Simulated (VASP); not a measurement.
Lu: electric field gradients with PBEsol

Lu:

```
Lu
1.0
     3.53314    0.00000    0.00000
    -1.76657    3.05979    0.00000
     0.00000    0.00000    5.60347
Lu
2
Cartesian
  0.0000 2.0399 1.4009
  1.7666 1.0199 4.2026
```

This cell differs from its parent crystal: volume scaled by 1.02.

```json
{
 "Program": "VASP 6.6.1",
 "Task": "electric field gradients",
 "Functional": "PBEsol",
 "Potentials or basis": "VASP PAW PBE potentials, release 64 (Lu)",
 "Cutoff": "520 eV",
 "k mesh": "13 × 13 × 8",
 "Occupations": "fermi-dirac, width 0.03 eV",
 "Spin": "no spin polarisation",
 "Dipole correction": "no",
 "Further INCAR settings": "ALGO = Normal; EDIFF = 1e-08; NBANDS = 32"
}
```

The pressure is -4.0 GPa and the band gap on the k mesh is zero (band 25 reaches 3.05 eV, above the bottom of band 26 at 1.36 eV).

Stress tensor (GPa, compression positive):
```
-3.64  0.00  0.00
 0.00 -3.64  0.00
 0.00  0.00 -4.74
```

Levels at points of the mesh, in eV from the Fermi level:
```
           k point  band 23  band 24  band 25  band 26  band 27  band 28
(0.00, 0.00, 0.00)    -4.92    -2.39     0.48     2.16     2.16     2.41
(0.00, 0.00, 0.50)    -4.35    -4.35     1.12     1.12     2.09     2.09
```

Electric field gradients, principal values (V/Å²):
| atom | least | middle | greatest (by size) |
| --- | --- | --- | --- |
| 1 Lu | -25.046 | -25.048 | 50.095 |
| 2 Lu | -25.046 | -25.048 | 50.095 |

Wall time 6.1 min on 1 thread of AMD EPYC 7R43 64-Core Processor (Zen 3) (shared host), peak memory 0.26 GiB.

Caveat: without QUAD_EFG the Cq values of the log hold for a quadrupole moment of 1 mb, not for the nuclei; the PAW data sets were made with another functional, which shifts forces and pressure a little; spin-orbit coupling is left out, which moves the levels of the heavy elements.
